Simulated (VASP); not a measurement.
# B (Fm-3m) in VASP: notebook

The runs below take B through single point, with PBEsol.

Program: VASP 6.6.1. These are calculated values, not measurements. Logs are shortened: lines on timing, memory, paths and dates and some standing lists are left out, and cuts for length are marked.

## (1) The cell of the first run

Symmetry: Fm-3m, No. 225, cubic system. Conventional cell: a = 3.585 Å, b = 3.585 Å, c = 3.585 Å, α = 90.00°, β = 90.00°, γ = 90.00°. Within 3.3 Å of B (site symmetry m-3m) lie 12 B at 2.54 Å.

## (2) Single point, PBEsol (Tl replaced by B, lengths x 0.748, strained)

INCAR reads:

```
PREC = Accurate
ENCUT = 500
EDIFF = 1E-6
ISMEAR = 0
SIGMA = 0.1
LREAL = False
LASPH = True
NELM = 120
ALGO = Normal
ISIF = 2
LWAVE = False
LCHARG = False
GGA = PS
NBANDS = 8
GGA_COMPAT = False
```

KPOINTS reads:

```
regular mesh
0
Gamma
  8 8 8
```

POSCAR reads:

```
B
1.0
    0.0000000000      1.7927293529      1.7927293529
    1.7927293529      0.0000000000      1.7927293529
    1.7927293529      1.7927293529      0.0000000000
B
1
Direct
    0.0000000000      0.0000000000      0.0000000000
```

Potentials or basis: VASP PAW PBE potentials, release 64 (B).

On the command line:

```sh
$ cat potpaw_PBE.64/B/POTCAR > POTCAR
$ mpirun -np 1 vasp_std > vasp.out
```

OUTCAR:

```text
PREC = Accurate
   ENCUT = 500
   EDIFF = 1E-6
   ISMEAR = 0
   LREAL = False
   LASPH = True
   NELM = 120
   ISIF = 2
   GGA = PS

 ion  position               nearest neighbor table
   1  0.000  0.000  0.000-

  LATTYP: Found a face centered cubic cell.
 ALAT       =     3.5854587058

  Lattice vectors:

 A1 = (   0.0000000000,   1.7927293529,   1.7927293529)
 A2 = (   1.7927293529,   0.0000000000,   1.7927293529)
 A3 = (   1.7927293529,   1.7927293529,   0.0000000000)

Analysis of symmetry for initial positions (statically):
=====================================================================
 Subroutine PRICEL returns:
 Original cell was already a primitive cell.

 Routine SETGRP: Setting up the symmetry group for a
 face centered cubic supercell.

 Subroutine GETGRP returns: Found 48 space group operations
[... 9 lines left out ...]

 Routine SETGRP: Setting up the symmetry group for a
 face centered cubic supercell.

 Subroutine GETGRP returns: Found 48 space group operations
[... 11 lines left out ...]
                                     Primitive cell

  volume of cell :      11.5232

  direct lattice vectors                    reciprocal lattice vectors
     0.000000000  1.792729353  1.792729353    -0.278904342  0.278904342  0.278904342
     1.792729353  0.000000000  1.792729353     0.278904342 -0.278904342  0.278904342
     1.792729353  1.792729353  0.000000000     0.278904342  0.278904342 -0.278904342

  length of vectors
     2.535302165  2.535302165  2.535302165     0.483076490  0.483076490  0.483076490

  position of ions in fractional coordinates (direct lattice)
     0.000000000  0.000000000  0.000000000

  ion indices of the primitive-cell ions
   primitive index   ion index
                 1           1

----------------------------------------------------------------------------------------

 KPOINTS: regular mesh

Automatic generation of k-mesh.
 Grid dimensions read from file:
 generate k-points for:    8    8    8

 Generating k-lattice:

  Cartesian coordinates                     Fractional coordinates (reciprocal lattice)
    -0.034863043  0.034863043  0.034863043     0.125000000  0.000000000  0.000000000
     0.034863043 -0.034863043  0.034863043     0.000000000  0.125000000  0.000000000
     0.034863043  0.034863043 -0.034863043     0.000000000  0.000000000  0.125000000

  Length of vectors
     0.060384561  0.060384561  0.060384561

  Shift w.r.t. Gamma in fractional coordinates (k-lattice)
     0.000000000  0.000000000  0.000000000

 Subroutine IBZKPT returns following result:
 ===========================================

 Found     29 irreducible k-points:

 Following reciprocal coordinates:
            Coordinates               Weight
  0.000000  0.000000  0.000000      1.000000
  0.125000  0.000000  0.000000      8.000000
  0.250000  0.000000  0.000000      8.000000
  0.375000  0.000000  0.000000      8.000000
  0.500000  0.000000  0.000000      4.000000
  0.125000  0.125000  0.000000      6.000000
[... 16 lines left out ...]
  0.500000  0.250000  0.125000     48.000000
 -0.375000  0.250000  0.125000     24.000000
 [... further k-points ...]
   k-points           NKPTS =     29   k-points in BZ     NKDIM =     29   number of bands    NBANDS=      8
   number of dos      NEDOS =    301   number of ions     NIONS =      1
   total plane-waves  NPLWV =   5832
   dimension x,y,z NGX =    18 NGY =   18 NGZ =   18
   dimension x,y,z NGXF=    36 NGYF=   36 NGZF=   36
   ions per type =               1
   NGX,Y,Z   is equivalent  to a cutoff of  11.80, 11.80, 11.80 a.u.
   NGXF,Y,Z  is equivalent  to a cutoff of  23.61, 23.61, 23.61 a.u.
 SYSTEM =  unknown system
   PREC   = accura    normal or accurate (medium, high low for compatibility)
   ISTART =      0    job   : 0-new  1-cont  2-samecut
   ICHARG =      2    charge: 1-file 2-atom 10-const
   ISPIN  =      1    spin polarized calculation?
   LNONCOLLINEAR =      F non collinear calculations
   LSORBIT =      F    spin-orbit coupling
   LASPH  =      T    aspherical Exc in radial PAW
   ENCUT  =  500.0 eV  36.75 Ry    6.06 a.u.   4.62  4.62  4.62*2*pi/ulx,y,z
   NELM   =    120;   NELMIN=  2; NELMDL= -5     # of ELM steps
   EDIFF  = 0.1E-05   stopping-criterion for ELM
   LREAL  =      F    real-space projection
   EDIFFG = 0.1E-04   stopping-criterion for IOM
   NSW    =      0    number of steps for IOM
   IBRION =     -1    ionic relax: 0-MD 1-quasi-New 2-CG
   NFREE  =      0    steps in history (QN), initial steepest desc. (CG)
   ISIF   =      2    stress and relaxation
   ISYM   =      2    0-nonsym 1-usesym 2-fastsym
   POTIM  = 0.5000    time-step for ionic-motion
   TEBEG  =    0.0;   TEEND  =   0.0 temperature during run
   PSTRESS=    0.0 pullay stress
   NELECT =       3.0000    total number of electrons
   NUPDOWN=      -1.0000    fix difference up-down
   EMIN   =  10.00;   EMAX   =-10.00  energy-range for DOS
   EFERMI =   0.00;   METHOD = LEGACY
   ISMEAR =     0;   SIGMA  =   0.10  broadening in eV -4-tet -1-fermi 0-gaus
   EFERMI_NEDOS =   21; number of points for ismear=-14 and -15
   IALGO  =     38    algorithm
   IMIX   =      4    mixing-type and parameters
     AMIX     =   0.40;   BMIX     =  1.00
     AMIX_MAG =   1.60;   BMIX_MAG =  1.00
  volume/ion in A,a.u.               =      11.52        77.76
  Fermi-wavevector in a.u.,A,eV,Ry     =   1.045339  1.975404 14.867546  1.092734
  Thomas-Fermi vector in A             =   2.180130
   LORBIT       =      0    0 simple, 1 ext, 2 COOP (PROOUT), +10 PAW based schemes
   GGA     = PS    functional components
   LHFCALC =     F    Hartree Fock is set to
   AEXX    =    0.0000 exact exchange contribution
   IVDW    =     0    specifies the selected vdW correction
   LEPSILON=     F    determine dielectric tensor
   LRPA    =     F    only Hartree local field effects (RPA)
 non-spin polarized calculation
 Gauss-broadening in eV      SIGMA  =   0.10
  energy-cutoff  :      500.00
  volume of cell :       11.52
 maximum number of plane-waves:       303
   NGX =  9   NGY =  9   NGZ =  9

 number of electron       3.0000000 magnetization

 Free energy of the ion-electron system (eV)
  ---------------------------------------------------
  ext. energy  EPLUGINS =         0.00000000
  ---------------------------------------------------
  free energy    TOTEN  =        -4.29356948 eV

  energy without entropy =       -4.29288066  energy(sigma->0) =       -4.29322507

 E-fermi :   3.4802     XC(G=0): -10.4359

 val. band max:        3.2488572729   @ k =  -0.2500   0.3750   0.1250
 cond. band min:       3.6241081549   @ k =   0.5000   0.2500   0.1250
 fundamental gap:      0.3752508820
 Fermi energy:         3.4801532393

 k-point     1 :       0.0000    0.0000    0.0000
  band No.  band energies     occupation
      1      -8.6745      2.00000
      2      12.3666      0.00000
      3      12.3666      0.00000
      4      12.3666      0.00000
      5      26.4666      0.00000
      6      26.4666      0.00000
      7      26.4666      0.00000
      8      29.3336      0.00000

 k-point     2 :       0.1250    0.0000    0.0000
  band No.  band energies     occupation
      1      -8.2085      2.00000
      2      10.7673      0.00000
      3      12.0910      0.00000
      4      12.0910      0.00000
      5      24.1747      0.00000
      6      27.0946      0.00000
      7      27.0946      0.00000
      8      28.8079      0.00000

 k-point     3 :       0.2500    0.0000    0.0000
  band No.  band energies     occupation
      1      -6.8146      2.00000
      2       6.9239      0.00000
      3      11.5253      0.00000
      4      11.5253      0.00000
      5      23.2640      0.00000
      6      26.7128      0.00000
      7      26.7128      0.00000
      8      27.5432      0.00000

 k-point     4 :       0.3750    0.0000    0.0000
  band No.  band energies     occupation
      1      -4.5104      2.00000
      2       2.5824      2.00000
      3      11.0621      0.00000
      4      11.0621      0.00000
      5      23.4699      0.00000
      6      25.1591      0.00000
      7      25.1591      0.00000
      8      26.3491      0.00000

 k-point     5 :       0.5000    0.0000    0.0000
  band No.  band energies     occupation
      1      -1.4451      2.00000
      2      -1.2311      2.00000
      3      10.8932      0.00000
      4      10.8932      0.00000
      5      23.7071      0.00000
      6      24.5341      0.00000
      7      24.5341      0.00000
      8      25.8555      0.00000

 k-point     6 :       0.1250    0.1250    0.0000
  band No.  band energies     occupation
      1      -8.0536      2.00000
      2      11.3341      0.00000
      3      11.3341      0.00000
      4      11.7264      0.00000
      5      22.6654      0.00000
      6      26.6121      0.00000
      7      28.0692      0.00000
      8      28.0692      0.00000

 k-point     7 :       0.2500    0.1250    0.0000
  band No.  band energies     occupation
      1      -6.9704      2.00000
      2       8.5103      0.00000
      3      10.5172      0.00000
      4      11.3666      0.00000
      5      21.7116      0.00000
      6      23.7046      0.00000
      7      28.8571      0.00000
      8      29.2627      0.00000

 k-point     8 :       0.3750    0.1250    0.0000
  band No.  band energies     occupation
      1      -4.9719      2.00000
      2       4.3409      0.00000
      3      10.0870      0.00000
      4      10.5049      0.00000
      5      21.1886      0.00000
      6      23.4700      0.00000
      7      27.5247      0.00000
      8      29.7511      0.00000

 k-point     9 :       0.5000    0.1250    0.0000
  band No.  band energies     occupation
      1      -2.0947      2.00000
      2       0.2784      2.00000
      3       9.6380      0.00000
      4      10.1961      0.00000
      5      20.8097      0.00000
      6      24.4064      0.00000
      7      26.1431      0.00000
      8      29.6652      0.00000

 k-point    10 :      -0.3750    0.1250    0.0000
  band No.  band energies     occupation
      1      -3.1448      2.00000
      2       1.5749      2.00000
      3       9.1367      0.00000
      4      10.7843      0.00000
      5      21.5798      0.00000
      6      24.3820      0.00000
      7      25.7553      0.00000
      8      29.5416      0.00000
[... 78 lines left out ...]
 k-point    18 :       0.3750    0.3750    0.0000
  band No.  band energies     occupation
      1      -3.1905      2.00000
      2       5.7883      0.00000
      3       7.9639      0.00000
      4       7.9639      0.00000
      5      16.7356      0.00000
      6      16.9433      0.00000
      7      33.8585      0.00000
      8      35.2917      0.00000

 k-point    19 :       0.5000    0.3750    0.0000
  band No.  band energies     occupation
      1      -1.0311      2.00000
      2       3.7156      0.00087
      3       5.7248      0.00000
      4       7.8174      0.00000
      5      16.4325      0.00000
      6      18.5897      0.00000
      7      32.7944      0.00000
      8      34.8651      0.00000

 k-point    20 :      -0.3750    0.3750    0.0000
  band No.  band energies     occupation
      1       1.3776      2.00000
      2       1.9768      2.00000
      3       3.0870      2.00000
      4       8.4051      0.00000
      5      17.0974      0.00000
      6      22.7875      0.00000
      7      30.3983      0.00000
      8      32.3463      0.00000

 k-point    21 :       0.5000    0.5000    0.0000
  band No.  band energies     occupation
      1       0.0874      2.00000
      2       1.9436      2.00000
      3       7.4383      0.00000
      4       7.4383      0.00000
      5      15.8202      0.00000
      6      16.2201      0.00000
      7      34.0427      0.00000
      8      37.5892      0.00000

 k-point    22 :       0.3750    0.2500    0.1250
  band No.  band energies     occupation
      1      -5.5867      2.00000
      2       7.6134      0.00000
      3       7.6904      0.00000
      4      10.7118      0.00000
      5      21.3355      0.00000
      6      21.6793      0.00000
      7      28.6228      0.00000
      8      31.3386      0.00000

 k-point    23 :       0.5000    0.2500    0.1250
  band No.  band energies     occupation
      1      -3.3040      2.00000
      2       3.6241      0.04177
      3       7.4038      0.00000
      4       9.5188      0.00000
      5      20.1277      0.00000
      6      23.5718      0.00000
      7      27.7315      0.00000
      8      30.3634      0.00000

 k-point    24 :      -0.3750    0.2500    0.1250
  band No.  band energies     occupation
      1      -0.1899      2.00000
      2      -0.1720      2.00000
      3       7.5318      0.00000
      4       8.8092      0.00000
      5      19.7529      0.00000
      6      24.6137      0.00000
      7      28.5789      0.00000
      8      28.6980      0.00000

 [... further k-points ...]
[... 5 lines left out ...]
  --------------------------------------------------------------------------------------
  -------------------------------------------------------------------------------------
  Total       -3.1147146     -3.1147146     -3.1147146     -0.0000000     -0.0000000      0.0000000
  in kB     -433.0665634   -433.0665634   -433.0665634     -0.0000000     -0.0000000      0.0000000
  external PRESSURE =    -433.0665634 kB  Pullay stress =       0.0000000 kB

 VOLUME and BASIS-vectors are now :
 -----------------------------------------------------------------------------
  energy-cutoff  :      500.00
  volume of cell :       11.52
      direct lattice vectors                 reciprocal lattice vectors
     0.000000000  1.792729353  1.792729353    -0.278904342  0.278904342  0.278904342
     1.792729353  0.000000000  1.792729353     0.278904342 -0.278904342  0.278904342
     1.792729353  1.792729353  0.000000000     0.278904342  0.278904342 -0.278904342

 POSITION                                       TOTAL-FORCE (eV/Angst)
 -----------------------------------------------------------------------------------
      0.00000      0.00000      0.00000        -0.000000     -0.000000     -0.000000
 -----------------------------------------------------------------------------------
    total drift:                                0.000000     -0.000000      0.000000

  FREE ENERGIE OF THE ION-ELECTRON SYSTEM (eV)
  ---------------------------------------------------
  free  energy   TOTEN  =        -4.2935694780 eV

  energy  without entropy=       -4.2928806566  energy(sigma->0) =       -4.29322507
```

Run time: 1.5 s. Hardware: 1 thread of AMD EPYC 9R45 (Zen 5), shared host; peak memory 0.08 GiB.

What came out:

```yaml
Free_energy: -4.2936 eV
Pressure: -43.3 GPa
```

Caveat: the k points lie up to 0.38 Å⁻¹ apart; the cell differs from its parent crystal (Tl replaced by B, lengths x 0.748, strained); the PAW data sets were made with another functional, which shifts forces and pressure a little.

## (3) Single point, PBEsol (Tl replaced by B, lengths x 0.748, strained)

INCAR reads:

```
SYSTEM = B
PREC = Accurate
ENCUT = 500
EDIFF = 1E-6
ISMEAR = 0
SIGMA = 0.1
LREAL = .FALSE.
LASPH = .TRUE.
NELM = 120
ALGO = Normal
ISIF = 2
LWAVE = .FALSE.
LCHARG = .FALSE.
GGA = PS
NBANDS = 8
GGA_COMPAT = .FALSE.
```

KPOINTS reads:

```
Automatic mesh
0
G
  20 20 20
  0 0 0
```

POSCAR is that of step 2.

Potentials or basis: VASP PAW PBE potentials, release 64 (B).

On the command line:

```sh
$ cat potpaw_PBE.64/B/POTCAR > POTCAR
$ mpirun -np 1 vasp_std > vasp.out
```

Run time: 8.3 s. Hardware: 1 thread of AMD EPYC 9R45 (Zen 5), shared host; peak memory 0.09 GiB.

The run converged. Its results:

```yaml
Free_energy: -4.3065 eV
Pressure: -41.2 GPa
```

Levels at points of the mesh, in eV from the Fermi level:
```
           k point  band 1  band 2  band 3  band 4  band 5
(0.00, 0.00, 0.00)  -12.14    8.91    8.91    8.91   23.00
(0.50, 0.00, 0.00)   -4.91   -4.69    7.43    7.43   20.24
(0.50, 0.50, 0.00)   -3.38   -1.52    3.98    3.98   12.36
```

Caveat: the cell differs from its parent crystal (Tl replaced by B, lengths x 0.748, strained); the PAW data sets were made with another functional, which shifts forces and pressure a little.
